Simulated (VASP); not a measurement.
Runs of VASP 6.6.1 on SrO. The structure is that of space group Fm-3m (No. 225), or close to it. The cells are those of the table. 

```tsv
level	cell	k mesh	smearing	grid for exact exchange (PRECFOCK)	screening parameter	gap on the mesh (eV)	pressure (GPa)
PBE	a = 3.534 Å, angles 60.0°, 2 atoms	8 × 8 × 8	fermi-dirac 0.02 eV	-	-	3.20	13.6
PBE	a = 3.642, b = 3.642, c = 3.618 Å, angles 60.2, 60.2, 59.6°, 2 atoms	8 × 8 × 8	fermi-dirac 0.02 eV	-	-	3.23	3.6
HSE06	a = 3.534 Å, angles 60.0°, 2 atoms	6 × 6 × 6	gaussian 0.01 eV	Normal	0.2079 1/Å	4.70	11.3
r2SCAN	a = 3.534 Å, angles 60.0°, 2 atoms	8 × 8 × 8	gaussian 0.01 eV	-	-	3.68	(a)
r2SCAN	a = 3.642, b = 3.642, c = 3.618 Å, angles 60.2, 60.2, 59.6°, 2 atoms	8 × 8 × 8	gaussian 0.01 eV	-	-	(b)	1.8
```

Alike in all rows: task single point; potentials or basis VASP PAW PBE potentials, release 64 (Sr_sv, O); no spin polarisation; cutoff (eV) 520.

**Question.** Fill in the values left out.

**Answer.** (a) 11.9; (b) 3.71.

Caveats: the PAW data sets were made with another functional, which shifts forces and pressure a little (some runs).

A k mesh can miss the band edges, and the runs leave out spin-orbit coupling on Sr.
